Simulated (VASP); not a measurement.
Runs of VASP 6.6.1 on Au. The structure is that of space group Fm-3m (No. 225), or close to it. The cells are those of the table. 

```csv
task,cell,k mesh,cutoff (eV),gap on the mesh (eV),pressure (GPa)
single point,"a = 2.911 Å, angles 60.0°, 1 atom",18 × 18 × 18,520,none,4.4
single point,"a = 2.940 Å, angles 60.0°, 1 atom",18 × 18 × 18,520,none,-0.3
single point,"a = 2.849 Å, angles 60.0°, 1 atom",18 × 18 × 18,520,none,17.1
single point,"a = 2.969 Å, angles 60.0°, 1 atom",18 × 18 × 18,520,none,-4.0
single point,"a = 2.818 Å, angles 60.0°, 1 atom",18 × 18 × 18,520,none,(a)
relaxation of cell and atoms,"relaxed from a = 2.946 Å, angles 60.0°, 1 atom",18 × 18 × 18,600,none,0.0
single point,"a = 2.946 Å, angles 60.0°, 1 atom",8 × 8 × 8,500,none,-0.3
```

Alike in all rows: level PBE; potentials or basis VASP PAW PBE potentials, release 64 (Au); no spin polarisation; smearing gaussian 0.1 eV.

Question: Estimate the missing entries.

Answer: (a) 25.7.

Caveats: spin-orbit coupling is left out, which moves the levels of the heavy elements.

A k mesh can miss the band edges, and the runs leave out spin-orbit coupling on Au.

A gap of «none» marks levels without a gap at the run's occupations.
